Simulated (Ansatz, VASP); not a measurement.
**One calculation of Sn3TeW, two programs**

```
Sn Te W
1.0
     5.98334    0.00000    0.00000
    -2.99167    5.18172    0.00000
     0.00000    0.00000    5.26403
Sn Te W
3 1 1
Direct
  0.50000 0.00000 0.50000
  0.00000 0.50000 0.50000
  0.50000 0.50000 0.50000
  0.00000 0.00000 0.00000
  0.00000 0.00000 0.50000
```

Alike in both runs: functional PBE; k mesh 6 × 6 × 2; occupations gaussian, width 0.1 eV; no spin polarisation.

Ansatz relaxed the structure, and its values are those at the end. VASP's run is a single point on that final structure, the one shown.

|  | VASP | Ansatz |
| --- | --- | --- |
| version | VASP 6.6.1 | Ansatz 0.2.0 |
| potentials or method | VASP PAW PBE potentials, release 64 (Sn_d, Te, W_sv), cutoff 520 eV | scalar-relativistic, plane waves, PAW |
| valence electrons in the cell | 62 | 72 |

```tsv
	VASP	Ansatz	Ansatz less VASP
gap on the k mesh at the Fermi level (eV)	none	none	-
pressure (GPa)	0.1	0.1	+0.03
```

A gap of «none» marks a metal or a gap that the smearing closes. VASP's potentials hold 62 valence electrons a cell and Ansatz's 72, so a difference there can come from the potentials and not from the codes.

The k mesh is coarse, so the values compare programs but aren't converged. Spin-orbit coupling is off throughout.
